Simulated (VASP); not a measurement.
# Si3C (P-4m2) in VASP: further runs

Runs on Si3C. Level: r2SCAN. Tasks: single point.

All numbers are computed with VASP 6.6.1; they aren't measurements. Logs are shortened: lines on timing, memory, paths and dates and some standing lists are left out, and cuts for length are marked.

## Step 1: The cell of the first run

The structure is tetragonal, space group P-4m2 (No. 115). Conventional cell: a = 3.397 Å, b = 3.397 Å, c = 4.950 Å, α = 90.00°, β = 90.00°, γ = 90.00°. Within 2.6 Å of C (site symmetry -4m2) lie 4 Si at 1.97 Å. Within 2.6 Å of Si (site symmetry 2mm) lie 2 C at 1.97 Å and 2 Si at 2.25 Å. Within 3.0 Å of Si (site symmetry -4m2) lie 4 Si at 2.25 Å.

## Step 2: Single point, r2SCAN (volume changed by -3%)

POSCAR

```
Si3C
1.0
    3.3971430766      0.0000000000      0.0000000000
    0.0000000000      3.3971430766      0.0000000000
    0.0000000000      0.0000000000      4.9499207329
C Si
1 3
Direct
    0.0000000000      0.0000000000      0.0000000000
    0.0000000000      0.5000000000      0.2031984769
    0.5000000000      0.5000000000      0.5000000000
    0.5000000000      0.0000000000      0.7968015231
```

INCAR.step1

```
SYSTEM = Si3C
PREC = Accurate
ENCUT = 520
ISMEAR = -1
SIGMA = 0.02
LREAL = .False.
LASPH = .True.
NELM = 100
NBANDS = 16
GGA = PE
ALGO = Normal
EDIFF = 1E-4
LWAVE = .True.
LCHARG = .False.
```

INCAR.step2

```
SYSTEM = Si3C
PREC = Accurate
ENCUT = 520
EDIFF = 1E-6
ISMEAR = -1
SIGMA = 0.02
LREAL = .False.
LASPH = .True.
NELM = 100
ALGO = Normal
ISIF = 2
LWAVE = .False.
LCHARG = .False.
METAGGA = R2SCAN
LMIXTAU = .True.
NBANDS = 16
ISTART = 1
```

KPOINTS

```
regular mesh
0
Gamma
  6 6 4
  0 0 0
```

Potentials or basis: VASP PAW PBE potentials, release 64 (C, Si).

Command:

```bash
cat potpaw_PBE.64/C/POTCAR potpaw_PBE.64/Si/POTCAR > POTCAR
cp INCAR.step1 INCAR
mpirun -np 1 vasp_std > vasp.out
cp INCAR.step2 INCAR
mpirun -np 1 vasp_std > vasp.out
```

OUTCAR:

```text
SYSTEM = Si3C
   PREC = Accurate
   ENCUT = 520
   EDIFF = 1E-6
   ISMEAR = -1
   LREAL = .False.
   LASPH = .True.
   NELM = 100
   ISIF = 2
   METAGGA = R2SCAN
   ISTART = 1

 ion  position               nearest neighbor table
   1  0.000  0.000  0.000-   2 1.97   4 1.97   2 1.97   4 1.97
   2  0.000  0.500  0.203-   1 1.97   1 1.97   3 2.25   3 2.25   4 3.13   4 3.13   4 3.13   4 3.13

   3  0.500  0.500  0.500-   2 2.25   4 2.25   4 2.25   2 2.25
   4  0.500  0.000  0.797-   1 1.97   1 1.97   3 2.25   3 2.25   2 3.13   2 3.13   2 3.13   2 3.13

  LATTYP: Found a simple tetragonal cell.
 ALAT       =     3.3971430766
 C/A-ratio  =     1.4570833849

  Lattice vectors:

 A1 = (   3.3971430766,   0.0000000000,   0.0000000000)
 A2 = (   0.0000000000,   3.3971430766,   0.0000000000)
 A3 = (   0.0000000000,   0.0000000000,   4.9499207329)

Analysis of symmetry for initial positions (statically):
=====================================================================
 Subroutine PRICEL returns:
 Original cell was already a primitive cell.

 Routine SETGRP: Setting up the symmetry group for a
 simple tetragonal supercell.

 Subroutine GETGRP returns: Found  8 space group operations
 (whereof  8 operations were pure point group operations)
 out of a pool of 16 trial point group operations.

The static configuration has the point symmetry D_2d.

Analysis of symmetry for dynamics (positions and initial velocities):
=====================================================================
 Subroutine PRICEL returns:
 Original cell was already a primitive cell.

 Routine SETGRP: Setting up the symmetry group for a
 simple tetragonal supercell.

 Subroutine GETGRP returns: Found  8 space group operations
 (whereof  8 operations were pure point group operations)
 out of a pool of 16 trial point group operations.

The dynamic configuration has the point symmetry D_2d.

 Subroutine INISYM returns: Found  8 space group operations
 (whereof  8 operations are pure point group operations),
 and found     1 'primitive' translations

----------------------------------------------------------------------------------------

[... 87 lines left out ...]
   PREC   = accura    normal or accurate (medium, high low for compatibility)
   ISTART =      1    job   : 0-new  1-cont  2-samecut
   ICHARG =      0    charge: 1-file 2-atom 10-const
   ISPIN  =      1    spin polarized calculation?
   LNONCOLLINEAR =      F non collinear calculations
   LSORBIT =      F    spin-orbit coupling
   LASPH  =      T    aspherical Exc in radial PAW
   ENCUT  =  520.0 eV  38.22 Ry    6.18 a.u.   6.32  6.32  9.20*2*pi/ulx,y,z
   NELM   =    100;   NELMIN=  2; NELMDL=  0     # of ELM steps
   EDIFF  = 0.1E-05   stopping-criterion for ELM
   LREAL  =      F    real-space projection
   EDIFFG = 0.1E-04   stopping-criterion for IOM
   NSW    =      0    number of steps for IOM
   IBRION =     -1    ionic relax: 0-MD 1-quasi-New 2-CG
   NFREE  =      0    steps in history (QN), initial steepest desc. (CG)
   ISIF   =      2    stress and relaxation
   ISYM   =      2    0-nonsym 1-usesym 2-fastsym
   POTIM  = 0.5000    time-step for ionic-motion
   TEBEG  =    0.0;   TEEND  =   0.0 temperature during run
   PSTRESS=    0.0 pullay stress
   NELECT =      16.0000    total number of electrons
   NUPDOWN=      -1.0000    fix difference up-down
   EMIN   =  10.00;   EMAX   =-10.00  energy-range for DOS
   EFERMI =   0.00;   METHOD = LEGACY
   ISMEAR =    -1;   SIGMA  =   0.02  broadening in eV -4-tet -1-fermi 0-gaus
   EFERMI_NEDOS =   21; number of points for ismear=-14 and -15
   IALGO  =     38    algorithm
   IMIX   =      4    mixing-type and parameters
     AMIX     =   0.40;   BMIX     =  1.00
     AMIX_MAG =   1.60;   BMIX_MAG =  1.00
  volume/ion in A,a.u.               =      14.28        96.37
  Fermi-wavevector in a.u.,A,eV,Ry     =   1.071123  2.024130 15.610038  1.147305
  Thomas-Fermi vector in A             =   2.206854
   LORBIT       =      0    0 simple, 1 ext, 2 COOP (PROOUT), +10 PAW based schemes
   METAGGA = R2SCAN    functional components
   LHFCALC =     F    Hartree Fock is set to
   AEXX    =    0.0000 exact exchange contribution
   IVDW    =     0    specifies the selected vdW correction
   LEPSILON=     F    determine dielectric tensor
   LRPA    =     F    only Hartree local field effects (RPA)
 non-spin polarized calculation
  energy-cutoff  :      520.00
  volume of cell :       57.12
 maximum number of plane-waves:      1560
 NGX is ok and might be reduce to    28
   NGX = 13   NGY = 13   NGZ = 19

 number of electron      16.0000000 magnetization

 Free energy of the ion-electron system (eV)
  ---------------------------------------------------
  ext. energy  EPLUGINS =         0.00000000
  ---------------------------------------------------
  free energy    TOTEN  =       -35.18604466 eV

  energy without entropy =      -35.18486472  energy(sigma->0) =      -35.18545469

 E-fermi :   8.1412     XC(G=0): -10.9397

 val. band max:        8.0217976145   @ k =   0.0000   0.0000   0.2500
 cond. band min:       8.1497771737   @ k =   0.1667   0.0000   0.0000
 fundamental gap:      0.1279795592
 Fermi energy:         8.1411770489

 k-point     1 :       0.0000    0.0000    0.0000
  band No.  band energies     occupation
      1      -7.7657      2.00000
      2      -2.3445      2.00000
      3      -1.1009      2.00000
      4       3.2681      2.00000
      5       3.2681      2.00000
      6       7.0653      2.00000
[... 433 lines left out ...]
      3      -1.2582      2.00000
      4      -0.5259      2.00000
      5       4.2781      2.00000
      6       5.8341      2.00000
[... 8 lines left out ...]
     15      15.8201      0.00000
     16      18.2104      0.00000

 [... further k-points ...]
[... 5 lines left out ...]
  --------------------------------------------------------------------------------------
  -------------------------------------------------------------------------------------
  Total        1.4471053      1.4471053      1.6534924      0.0000000      0.0000000      0.0000000
  in kB       40.5867991     40.5867991     46.3753131      0.0000000      0.0000000      0.0000000
  external PRESSURE =      42.5163037 kB  Pullay stress =       0.0000000 kB

 VOLUME and BASIS-vectors are now :
 -----------------------------------------------------------------------------
  energy-cutoff  :      520.00
  volume of cell :       57.12
      direct lattice vectors                 reciprocal lattice vectors
     3.397143077  0.000000000  0.000000000     0.294364994  0.000000000  0.000000000
     0.000000000  3.397143077  0.000000000     0.000000000  0.294364994  0.000000000
     0.000000000  0.000000000  4.949920733     0.000000000  0.000000000  0.202023437

 POSITION                                       TOTAL-FORCE (eV/Angst)
 -----------------------------------------------------------------------------------
      0.00000      0.00000      0.00000         0.000000      0.000000      0.000000
      0.00000      1.69857      1.00582         0.000000      0.000000     -0.190686
      1.69857      1.69857      2.47496         0.000000     -0.000000      0.000000
      1.69857      0.00000      3.94410         0.000000      0.000000      0.190686
 -----------------------------------------------------------------------------------
    total drift:                               -0.000000      0.000000      0.000000

  FREE ENERGIE OF THE ION-ELECTRON SYSTEM (eV)
  ---------------------------------------------------
  free  energy   TOTEN  =       -35.1860446606 eV

  energy  without entropy=      -35.1848647224  energy(sigma->0) =      -35.18545469
```

OSZICAR.step1:

```text
N       E                     dE             d eps       ncg     rms          rms(c)
DAV:   1     0.243669593621E+02    0.24367E+02   -0.64678E+03   960   0.867E+02
DAV:   2    -0.234101013590E+02   -0.47777E+02   -0.42776E+02  1320   0.128E+02
DAV:   3    -0.259168653089E+02   -0.25068E+01   -0.24824E+01  1304   0.277E+01
DAV:   4    -0.259428990114E+02   -0.26034E-01   -0.26031E-01  1208   0.351E+00
DAV:   5    -0.259432197028E+02   -0.32069E-03   -0.32069E-03  1360   0.377E-01    0.943E+00
DAV:   6    -0.244306420139E+02    0.15126E+01   -0.27207E+00  1192   0.107E+01    0.495E+00
DAV:   7    -0.243553421034E+02    0.75300E-01   -0.54474E-01  1184   0.449E+00    0.244E+00
DAV:   8    -0.243340031553E+02    0.21339E-01   -0.60712E-02  1304   0.149E+00    0.549E-01
DAV:   9    -0.243336218094E+02    0.38135E-03   -0.64764E-03  1296   0.626E-01    0.179E-01
DAV:  10    -0.243339416496E+02   -0.31984E-03   -0.10100E-03  1216   0.199E-01    0.715E-02
DAV:  11    -0.243340031535E+02   -0.61504E-04   -0.80679E-05   880   0.595E-02
   1 F= -.24334003E+02 E0= -.24333543E+02  d E =-.920741E-03
```

Run time: 38 s. Hardware: 1 thread of Intel Xeon 6975P-C (Granite Rapids), shared host; peak memory 0.18 GiB.

Results:

```yaml
Free_energy: -35.1860 eV
Pressure: 4.3 GPa
Largest_force: 0.191 eV/Å
Band_gap_on_the_k_mesh: zero (band 8 reaches 8.20 eV, above the bottom of band 9 at 7.92 eV)
```

Forces in eV/Å, atoms in the order of the input:
```
C    0.000  0.000  0.000
Si   0.000  0.000 -0.191
Si   0.000  0.000  0.000
Si   0.000  0.000  0.191
```

Stress tensor (GPa, compression positive):
```
4.06 0.00 0.00
0.00 4.06 0.00
0.00 0.00 4.64
```

Levels at points of the mesh, in eV from the Fermi level:
```csv
k point,band 6,band 7,band 8,band 9,band 10,band 11
"(0.00, 0.00, 0.00)",-1.08,-0.85,0.06,0.06,1.38,3.53
"(0.50, 0.00, 0.00)",-5.10,-3.92,-0.48,2.45,2.67,4.28
"(0.50, 0.50, 0.00)",-4.31,-4.31,-3.71,-0.22,0.41,1.09
"(0.00, 0.00, 0.50)",-3.95,-1.10,-1.10,0.58,1.61,3.65
"(0.50, 0.00, 0.50)",-2.31,-2.30,-0.20,0.76,3.62,3.87
"(0.50, 0.50, 0.50)",-5.51,-5.51,-5.38,3.31,4.39,4.39
```

Caveat: the cell differs from its parent crystal (volume changed by -3%); the PAW data sets were made with another functional, which shifts forces and pressure a little.

## Step 3: Single point, r2SCAN

This run uses another cell than the first one, of 14.72 Å³/atom, 1.031 times its volume.

POSCAR

```
Si3C
1.0
    3.4318101962      0.0000000000      0.0000000000
    0.0000000000      3.4318101962      0.0000000000
    0.0000000000      0.0000000000      5.0004336169
C Si
1 3
Direct
    0.0000000000      0.0000000000      0.0000000000
    0.0000000000      0.5000000000      0.2031984769
    0.5000000000      0.5000000000      0.5000000000
    0.5000000000      0.0000000000      0.7968015231
```

INCAR.step1

```
PREC = Accurate
ENCUT = 520
ISMEAR = -1
SIGMA = 0.02
LREAL = F
LASPH = T
NELM = 100
NBANDS = 16
GGA = PE
ALGO = Normal
EDIFF = 1E-4
LWAVE = T
LCHARG = F
```

INCAR.step2

```
PREC = Accurate
ENCUT = 520
EDIFF = 1E-6
ISMEAR = -1
SIGMA = 0.02
LREAL = F
LASPH = T
NELM = 100
ALGO = Normal
ISIF = 2
LWAVE = F
LCHARG = T
METAGGA = R2SCAN
LMIXTAU = T
LELF = T
LVHAR = T
NBANDS = 16
ISTART = 1
```

KPOINTS

```
regular mesh
0
Gamma
  6 6 4
```

Potentials or basis: VASP PAW PBE potentials, release 64 (C, Si).

Command:

```bash
cat potpaw_PBE.64/C/POTCAR potpaw_PBE.64/Si/POTCAR > POTCAR
cp INCAR.step1 INCAR
mpirun -np 1 vasp_std > vasp.out
cp INCAR.step2 INCAR
mpirun -np 1 vasp_std > vasp.out
```

Wall time 40 s (1 thread of Intel Xeon 6975P-C (Granite Rapids), shared host); peak memory 0.18 GiB.

The run converged. Its results:

| Item | Value |
| --- | --- |
| Free energy | -35.2076 eV |
| Pressure | -0.2 GPa |
| Largest force | 0.033 eV/Å |
| Band gap on the k mesh | zero (band 8 reaches 7.84 eV, above the bottom of band 9 at 7.60 eV) |

Forces on the atoms (eV/Å):
```
C    0.000  0.000  0.000
Si   0.000  0.000 -0.033
Si   0.000  0.000  0.000
Si   0.000  0.000  0.033
```

Stress tensor (GPa, compression positive):
```
-0.30  0.00  0.00
 0.00 -0.30  0.00
 0.00  0.00 -0.13
```

Levels at points of the mesh, in eV from the Fermi level:
| k point | band 5 | band 6 | band 7 | band 8 | band 9 | band 10 | band 11 | band 12 |
| --- | --- | --- | --- | --- | --- | --- | --- | --- |
| (0.00, 0.00, 0.00) | -4.75 | -1.04 | -0.80 | 0.06 | 0.06 | 1.38 | 3.48 | 3.48 |
| (0.50, 0.00, 0.00) | -5.41 | -4.95 | -3.82 | -0.48 | 2.34 | 2.72 | 4.23 | 5.89 |
| (0.50, 0.50, 0.00) | -4.52 | -4.21 | -4.21 | -3.62 | -0.18 | 0.51 | 1.13 | 1.13 |
| (0.00, 0.00, 0.50) | -4.50 | -3.92 | -1.08 | -1.08 | 0.61 | 1.54 | 3.72 | 3.87 |
| (0.50, 0.00, 0.50) | -3.76 | -2.26 | -2.24 | -0.21 | 0.66 | 3.58 | 3.83 | 3.90 |
| (0.50, 0.50, 0.50) | -5.57 | -5.35 | -5.35 | -5.22 | 3.35 | 4.35 | 4.35 | 4.39 |

Caveat: the PAW data sets were made with another functional, which shifts forces and pressure a little.

## Step 4: Single point, r2SCAN (volume changed by +3%)

POSCAR

```
Si3C
1.0
    3.4657907249      0.0000000000      0.0000000000
    0.0000000000      3.4657907249      0.0000000000
    0.0000000000      0.0000000000      5.0499460807
C Si
1 3
Direct
    0.0000000000      0.0000000000      0.0000000000
    0.0000000000      0.5000000000      0.2031984769
    0.5000000000      0.5000000000      0.5000000000
    0.5000000000      0.0000000000      0.7968015231
```

INCAR.step1

```
PREC     = Accurate       # precision mode
ENCUT    = 520            # plane-wave cutoff, eV
ISMEAR   = -1             # smearing method
SIGMA    = 0.02           # smearing width, eV
LREAL    = False          # projectors in reciprocal space
LASPH    = True           # aspherical terms in the spheres
NELM     = 100            # most SCF steps
NBANDS   = 16             # bands
GGA      = PE             # functional
ALGO     = Normal         # electronic algorithm
EDIFF    = 1E-4           # SCF threshold, eV
LWAVE    = True           # write WAVECAR
LCHARG   = False          # write CHGCAR
```

INCAR.step2

```
PREC     = Accurate       # precision mode
ENCUT    = 520            # plane-wave cutoff, eV
EDIFF    = 1E-6           # SCF threshold, eV
ISMEAR   = -1             # smearing method
SIGMA    = 0.02           # smearing width, eV
LREAL    = False          # projectors in reciprocal space
LASPH    = True           # aspherical terms in the spheres
NELM     = 100            # most SCF steps
ALGO     = Normal         # electronic algorithm
ISIF     = 2              # what is computed and relaxed
LWAVE    = False          # write WAVECAR
LCHARG   = False          # write CHGCAR
METAGGA  = R2SCAN         # meta-GGA
LMIXTAU  = True         
NBANDS   = 16             # bands
ISTART   = 1
```

KPOINTS is that of step 3.

Command:

```bash
cat potpaw_PBE.64/C/POTCAR potpaw_PBE.64/Si/POTCAR > POTCAR
cp INCAR.step1 INCAR
mpirun -np 1 vasp_std > vasp.out
cp INCAR.step2 INCAR
mpirun -np 1 vasp_std > vasp.out
```

Wall time 42 s (1 thread of Intel Xeon 6975P-C (Granite Rapids), shared host); peak memory 0.17 GiB.

Results (log left out):

* Free energy: -35.1833 eV
* Pressure: -4.1 GPa
* Largest force: 0.110 eV/Å
* Band gap on the k mesh: zero (band 8 reaches 7.49 eV, above the bottom of band 9 at 7.29 eV)

Forces on the atoms (eV/Å):
```
C    0.000  0.000  0.000
Si   0.000  0.000  0.110
Si   0.000  0.000  0.000
Si   0.000  0.000 -0.110
```

Stress tensor (GPa, compression positive):
```
-4.02  0.00  0.00
 0.00 -4.02  0.00
 0.00  0.00 -4.23
```

Levels at points of the mesh, in eV from the Fermi level:
```
           k point  band 5  band 6  band 7  band 8  band 9  band 10  band 11  band 12
(0.00, 0.00, 0.00)   -4.63   -1.00   -0.77    0.05    0.05     1.38     3.43     3.43
(0.50, 0.00, 0.00)   -5.30   -4.80   -3.73   -0.49    2.23     2.77     4.17     5.82
(0.50, 0.50, 0.00)   -4.41   -4.11   -4.11   -3.54   -0.15     0.60     1.16     1.16
(0.00, 0.00, 0.50)   -4.39   -3.89   -1.05   -1.05    0.64     1.48     3.77     3.85
(0.50, 0.00, 0.50)   -3.67   -2.22   -2.18   -0.23    0.57     3.47     3.79     3.85
(0.50, 0.50, 0.50)   -5.41   -5.20   -5.20   -5.07    3.39     4.30     4.30     4.37
```

Caveat: the cell differs from its parent crystal (volume changed by +3%); the PAW data sets were made with another functional, which shifts forces and pressure a little.

## Step 5: Single point, r2SCAN (volume changed by +6%)

POSCAR

```
Si3C
1.0
    3.4991176802      0.0000000000      0.0000000000
    0.0000000000      3.4991176802      0.0000000000
    0.0000000000      0.0000000000      5.0985062335
C Si
1 3
Direct
    0.0000000000      0.0000000000      0.0000000000
    0.0000000000      0.5000000000      0.2031984769
    0.5000000000      0.5000000000      0.5000000000
    0.5000000000      0.0000000000      0.7968015231
```

INCAR.step1

```
  ALGO = Normal
  EDIFF = 1E-4
  ENCUT = 520
  GGA = PE
  ISMEAR = -1
  LASPH = True
  LCHARG = False
  LREAL = False
  LWAVE = True
  NBANDS = 16
  NELM = 80
  PREC = Accurate
  SIGMA = 0.02
```

INCAR.step2

```
  ALGO = Normal
  EDIFF = 1E-6
  ENCUT = 520
  ISIF = 2
  ISMEAR = -1
  ISTART = 1
  LASPH = True
  LCHARG = False
  LMIXTAU = True
  LREAL = False
  LWAVE = False
  METAGGA = R2SCAN
  NBANDS = 16
  NELM = 80
  PREC = Accurate
  SIGMA = 0.02
```

KPOINTS

```
k-points
0
Gamma
  6 6 4
```

Command:

```bash
cat potpaw_PBE.64/C/POTCAR potpaw_PBE.64/Si/POTCAR > POTCAR
cp INCAR.step1 INCAR
mpirun -np 1 vasp_std > vasp.out
cp INCAR.step2 INCAR
mpirun -np 1 vasp_std > vasp.out
```

Run time: 45 s. Hardware: 1 thread of Intel Xeon 6975P-C (Granite Rapids), shared host; peak memory 0.18 GiB.

It converged, with:

```yaml
Free_energy: -35.1198 eV
Pressure: -7.4 GPa
Largest_force: 0.249 eV/Å
Band_gap_on_the_k_mesh: zero (band 8 reaches 7.16 eV, above the bottom of band 9 at 7.00 eV)
```

Forces in eV/Å, atoms in the order of the input:
```
C    0.000  0.000  0.000
Si   0.000  0.000  0.249
Si   0.000  0.000  0.000
Si   0.000  0.000 -0.249
```

Stress tensor (GPa, compression positive):
```
-7.17  0.00  0.00
 0.00 -7.17  0.00
 0.00  0.00 -7.75
```

Levels at points of the mesh, in eV from the Fermi level:
| k point | band 6 | band 7 | band 8 | band 9 | band 10 | band 11 |
| --- | --- | --- | --- | --- | --- | --- |
| (0.00, 0.00, 0.00) | -0.97 | -0.74 | 0.04 | 0.04 | 1.36 | 3.38 |
| (0.50, 0.00, 0.00) | -4.67 | -3.64 | -0.49 | 2.12 | 2.81 | 4.11 |
| (0.50, 0.50, 0.00) | -4.02 | -4.02 | -3.47 | -0.12 | 0.68 | 1.18 |
| (0.00, 0.00, 0.50) | -3.88 | -1.04 | -1.04 | 0.66 | 1.41 | 3.81 |
| (0.50, 0.00, 0.50) | -2.18 | -2.14 | -0.25 | 0.47 | 3.31 | 3.74 |
| (0.50, 0.50, 0.50) | -5.07 | -5.07 | -4.94 | 3.41 | 4.25 | 4.25 |

Caveat: the cell differs from its parent crystal (volume changed by +6%); the PAW data sets were made with another functional, which shifts forces and pressure a little.

## Step 6: The runs side by side

```tsv
cell	gap on the mesh (eV)	pressure (GPa)	largest force (eV/Å)
a = 3.397, b = 3.397, c = 4.950 Å, 4 atoms	none	4.3	0.19
a = 3.432, b = 3.432, c = 5.000 Å, 4 atoms	none	-0.2	0.03
a = 3.466, b = 3.466, c = 5.050 Å, 4 atoms	none	-4.1	0.11
a = 3.499, b = 3.499, c = 5.099 Å, 4 atoms	none	-7.4	0.25
```

Alike in all rows: task single point; level r2SCAN; potentials or basis VASP PAW PBE potentials, release 64 (C, Si); no spin polarisation; k mesh 6 × 6 × 4; cutoff (eV) 520; smearing fermi-dirac 0.02 eV.

Caveats: the PAW data sets were made with another functional, which shifts forces and pressure a little.

Total energies depend on the potentials used, so only differences within one code and one set of settings carry meaning.
